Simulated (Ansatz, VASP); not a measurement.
**AlGaN2: VASP beside Ansatz**

```
CELL_PARAMETERS angstrom
2.87571 0.00000 0.00000
0.00000 2.87571 0.00000
0.00000 0.00000 5.26764
ATOMIC_POSITIONS crystal
Al 0.50000 0.50000 0.50000
Ga 0.00000 0.00000 0.00000
N 0.50000 0.00000 0.73908
N 0.00000 0.50000 0.26092
```

Alike in both runs: task single point; functional r2SCAN; k mesh 8 × 8 × 6; occupations gaussian, width 0.05 eV; no spin polarisation.

|  | VASP | Ansatz |
| --- | --- | --- |
| version | VASP 6.6.1 | Ansatz 0.2.0 |
| potentials or method | VASP PAW PBE potentials, release 64 (Al, Ga_d, N), cutoff 520 eV | scalar-relativistic, plane waves, PAW |
| valence electrons in the cell | 26 | 26 |

```csv
,VASP,Ansatz,Ansatz less VASP
gap on the k mesh at the Fermi level (eV),1.97,1.96,-0.007
least direct gap on the mesh (eV),2.09,2.08,-0.008
pressure (GPa),-3.0,-3.3,-0.34
"traceless stress, the component that is largest in VASP (GPa)",-43.71,-43.80,-0.091
rms of the force components (eV/Å),0.063,0.102,+0.0387
```

VASP's potentials were made for PBE, not for r2SCAN. Atom by atom the forces differ by 0.039 eV/Å (rms over components). With one functional, cell and mesh, what is left measures potentials, basis and numerics.
